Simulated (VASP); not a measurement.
Al2Fe, 3 atoms in the cell. Symmetry: P6/mmm, No. 191, hexagonal system. The conventional cell has a = 3.478 Å, b = 3.478 Å, c = 3.783 Å, α = 90.00°, β = 90.00°, γ = 120.00°. Within 2.8 Å of Al (site symmetry -6m2) lie 3 Al at 2.01 Å and 6 Fe at 2.76 Å. Within 3.6 Å of Fe (site symmetry 6/mmm) lie 12 Al at 2.76 Å and 6 Fe at 3.48 Å. The cell was built from a structure type or drawn by symmetry, and may not be a known phase.

- Program: VASP 6.6.1
- Task: relaxation of cell and atoms
- Functional: PBE
- Potentials or basis: VASP PAW PBE potentials, release 64 (Al, Fe)
- Cutoff: 600 eV
- k mesh: 6 × 6 × 4
- Occupations: gaussian, width 0.1 eV
- Spin: collinear spin, ferromagnetic start
- Starting moments: [0.0, 0.0, 4.0] μB
- Dipole correction: no
- Further INCAR settings: ALGO = Fast; EDIFF = 1e-06; IBRION = 2; EDIFFG = -0.04; NSW = 90; ISIF = 3

Potentials or basis: VASP PAW PBE potentials, release 64 (Al, Fe).

Run with:

```sh
$ cat potpaw_PBE.64/Al/POTCAR potpaw_PBE.64/Fe/POTCAR > POTCAR
$ mpirun -np 1 vasp_std > vasp.out
```

Hardware: 1 thread of AMD EPYC 7R43 64-Core Processor (Zen 3), with other jobs on the host.

Task: Estimate the wall time of this run.

Result: It took 7.4 min on 1 thread of AMD EPYC 7R43 64-Core Processor (Zen 3), with other jobs on the host, peak memory 0.17 GiB. Counts: scf iterations 269, k points 21, ion steps 14.
